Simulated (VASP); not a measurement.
# Te (C2/c) in VASP: single point with revPBE

Aim: the single point of Te with revPBE.

All numbers are computed with VASP 6.6.1; they aren't measurements. Logs are shortened: lines on timing, memory, paths and dates and some standing lists are left out, and cuts for length are marked.

**1. The cell of the first run**

Symmetry: C2/c, No. 15, monoclinic system. Conventional cell: a = 3.206 Å, b = 13.579 Å, c = 5.383 Å, α = 90.00°, β = 90.80°, γ = 90.00°. Te (site symmetry 2) has 4 Te at 2.94 to 3.21 Å within 3.9 Å.

**2. Single point, revPBE**

The input, INCAR:

```
PREC     = Accurate       # precision mode
ENCUT    = 520            # plane-wave cutoff, eV
EDIFF    = 1E-6           # SCF threshold, eV
ISMEAR   = -1             # smearing method
SIGMA    = 0.1            # smearing width, eV
LREAL    = F              # projectors in reciprocal space
LASPH    = T              # aspherical terms in the spheres
NELM     = 100            # most SCF steps
ALGO     = Normal         # electronic algorithm
ISIF     = 2              # what is computed and relaxed
LWAVE    = F              # write WAVECAR
LCHARG   = T              # write CHGCAR
GGA      = RE             # functional
LELF     = T              # ELF
LVHAR    = T            
ISYM     = 0            
NBANDS   = 13             # bands
```

The input, KPOINTS:

```
regular mesh
0
Gamma
  11 11 8
```

The input, POSCAR:

```
Te
1.0
   -4.9972714815      4.6043585266      1.5787463008
    4.6043585266     -4.9972714815      1.5787463008
    4.1504805201      4.1504805201     -2.2983670972
Te
2
Direct
    0.0815330253      0.9184669747      1.0000000000
    0.6684669747      0.3315330253      0.5000000000
```

Potentials or basis: VASP PAW PBE potentials, release 64 (Te).

Command:

```
$ cat potpaw_PBE.64/Te/POTCAR > POTCAR
$ mpirun -np 1 vasp_std > vasp.out
```

OUTCAR:

```text
PREC = Accurate
   ENCUT = 520
   EDIFF = 1E-6
   ISMEAR = -1
   LREAL = F
   LASPH = T
   NELM = 100
   ISIF = 2
   GGA = RE
   ISYM = 0

 ion  position               nearest neighbor table
   1  0.082  0.918  0.000-   2 2.94   2 2.94
   2  0.668  0.332  0.500-   1 2.94   1 2.94

IMPORTANT INFORMATION: All symmetrisations will be switched off!
NOSYMM: (Re-)initialisation of all symmetry stuff for point group C_1.

----------------------------------------------------------------------------------------

                                     Primitive cell

  volume of cell :     117.1596

  direct lattice vectors                    reciprocal lattice vectors
    -4.997271482  4.604358527  1.578746301     0.042105030  0.146254013  0.340146073
     4.604358527 -4.997271482  1.578746301     0.146254013  0.042105030  0.340146073
     4.150480520  4.150480520 -2.298367097     0.129383659  0.129383659  0.032200560

  length of vectors
     6.976050429  6.976050429  6.303607571     0.372642484  0.372642484  0.185787885

  position of ions in fractional coordinates (direct lattice)
     0.081533025  0.918466975  1.000000000
     0.668466975  0.331533025  0.500000000

  ion indices of the primitive-cell ions
   primitive index   ion index
                 1           1
                 2           2

----------------------------------------------------------------------------------------

 KPOINTS: regular mesh

Automatic generation of k-mesh.
 Grid dimensions read from file:
 generate k-points for:   11   11    8

 Generating k-lattice:

  Cartesian coordinates                     Fractional coordinates (reciprocal lattice)
     0.003827730  0.013295819  0.030922370     0.090909091  0.000000000  0.000000000
     0.013295819  0.003827730  0.030922370     0.000000000  0.090909091  0.000000000
     0.016172957  0.016172957  0.004025070    -0.000000000 -0.000000000  0.125000000

  Length of vectors
     0.033876589  0.033876589  0.023223486

  Shift w.r.t. Gamma in fractional coordinates (k-lattice)
     0.000000000  0.000000000  0.000000000

 Subroutine IBZKPT returns following result:
 ===========================================

 Found    485 irreducible k-points:

 Following reciprocal coordinates:
            Coordinates               Weight
  0.000000  0.000000  0.000000      1.000000
  0.090909  0.000000  0.000000      2.000000
 -0.000000 -0.090909  0.000000      2.000000
  0.181818  0.000000  0.000000      2.000000
 -0.000000 -0.181818  0.000000      2.000000
[... 48 lines left out ...]
   PSTRESS=    0.0 pullay stress
   NELECT =      12.0000    total number of electrons
   NUPDOWN=      -1.0000    fix difference up-down
   EMIN   =  10.00;   EMAX   =-10.00  energy-range for DOS
   EFERMI =   0.00;   METHOD = LEGACY
   ISMEAR =    -1;   SIGMA  =   0.10  broadening in eV -4-tet -1-fermi 0-gaus
   EFERMI_NEDOS =   21; number of points for ismear=-14 and -15
   IALGO  =     38    algorithm
   IMIX   =      4    mixing-type and parameters
     AMIX     =   0.40;   BMIX     =  1.00
     AMIX_MAG =   1.60;   BMIX_MAG =  1.00
  volume/ion in A,a.u.               =      58.58       395.32
  Fermi-wavevector in a.u.,A,eV,Ry     =   0.765966  1.447465  7.982584  0.586703
  Thomas-Fermi vector in A             =   1.866202
   LORBIT       =      0    0 simple, 1 ext, 2 COOP (PROOUT), +10 PAW based schemes
   GGA     = RE    functional components
   LHFCALC =     F    Hartree Fock is set to
   AEXX    =    0.0000 exact exchange contribution
   IVDW    =     0    specifies the selected vdW correction
   LEPSILON=     F    determine dielectric tensor
   LRPA    =     F    only Hartree local field effects (RPA)
 non-spin polarized calculation
  energy-cutoff  :      520.00
  volume of cell :      117.16
 maximum number of plane-waves:      3188
 NGX is ok and might be reduce to    54
   NGX = 25   NGY = 25   NGZ = 23

 number of electron      11.9999999 magnetization

 Free energy of the ion-electron system (eV)
  ---------------------------------------------------
  ext. energy  EPLUGINS =         0.00000000
  ---------------------------------------------------
  free energy    TOTEN  =        -5.58185102 eV

  energy without entropy =       -5.56052831  energy(sigma->0) =       -5.57118966

 E-fermi :   1.3825     XC(G=0):  -6.1124

 val. band max:        1.3595408268   @ k =   0.0909   0.0909   0.3750
 cond. band min:       1.4375654645   @ k =  -0.3636  -0.4545   0.2500
 fundamental gap:      0.0780246377
 Fermi energy:         1.3824981225

 k-point     1 :       0.0000    0.0000    0.0000
  band No.  band energies     occupation
      1     -11.5740      2.00000
      2      -8.7426      2.00000
      3      -3.7440      2.00000
      4      -1.1123      2.00000
      5      -0.3628      2.00000
      6       2.7766      0.00000
      7       3.1031      0.00000
      8       5.0921      0.00000
      9       5.2631      0.00000
     10       7.9171      0.00000
     11       8.3940      0.00000
     12       8.8321      0.00000
     13      11.0943      0.00000
[... 354 lines left out ...]
  band No.  band energies     occupation
      1     -10.4386      2.00000
      2      -8.6939      2.00000
      3      -2.3807      2.00000
      4      -1.2192      2.00000
      5      -0.3274      2.00000
      6       0.3446      1.99994
      7       0.7568      1.99617
      8       3.5465      0.00000
      9       6.8200      0.00000
     10       7.1792      0.00000
     11       7.9312      0.00000
     12       8.9624      0.00000
     13       9.5685      0.00000

 [... further k-points ...]

------------------------ aborting loop because EDIFF is reached ----------------------------------------

  FORCE on cell =-STRESS in cart. coord.  units (eV):
  Direction    XX          YY          ZZ          XY          YZ          ZX
  --------------------------------------------------------------------------------------
  -------------------------------------------------------------------------------------
  Total        0.0041174      0.0041175     -0.0360489     -0.0203031      0.0049929      0.0049929
  in kB        0.0563055      0.0563078     -0.4929744     -0.2776488      0.0682786      0.0682788
  external PRESSURE =      -0.1267870 kB  Pullay stress =       0.0000000 kB

 VOLUME and BASIS-vectors are now :
 -----------------------------------------------------------------------------
  energy-cutoff  :      520.00
  volume of cell :      117.16
      direct lattice vectors                 reciprocal lattice vectors
    -4.997271482  4.604358527  1.578746301     0.042105030  0.146254013  0.340146073
     4.604358527 -4.997271482  1.578746301     0.146254013  0.042105030  0.340146073
     4.150480520  4.150480520 -2.298367097     0.129383659  0.129383659  0.032200560

 POSITION                                       TOTAL-FORCE (eV/Angst)
 -----------------------------------------------------------------------------------
      3.82151     -4.21442      1.57875         0.003819     -0.003819      0.000000
      0.26123      3.49634      0.42956        -0.003819      0.003819     -0.000000
 -----------------------------------------------------------------------------------
    total drift:                                0.000000     -0.000000      0.000000

  FREE ENERGIE OF THE ION-ELECTRON SYSTEM (eV)
  ---------------------------------------------------
  free  energy   TOTEN  =        -5.5818510238 eV

  energy  without entropy=       -5.5605283055  energy(sigma->0) =       -5.57118966
```

Run time: 36 min. Hardware: 1 thread of Intel Xeon 8259CL, shared host; peak memory 0.83 GiB.

What came out:

* Free energy: -5.5819 eV
* Pressure: 0.0 GPa
* Largest force: 0.005 eV/Å
* Band gap on the k mesh: zero (bands 6 and 7 overlap by 2.39 eV)

Forces in eV/Å, atoms in the order of the input:
```
Te   0.004 -0.004  0.000
Te  -0.004  0.004  0.000
```

Caveat: the PAW data sets were made with another functional, which shifts forces and pressure a little; spin-orbit coupling is left out, which moves the levels of the heavy elements.

The gap in the log of VASP goes by the Fermi energy; the results here count the filled bands.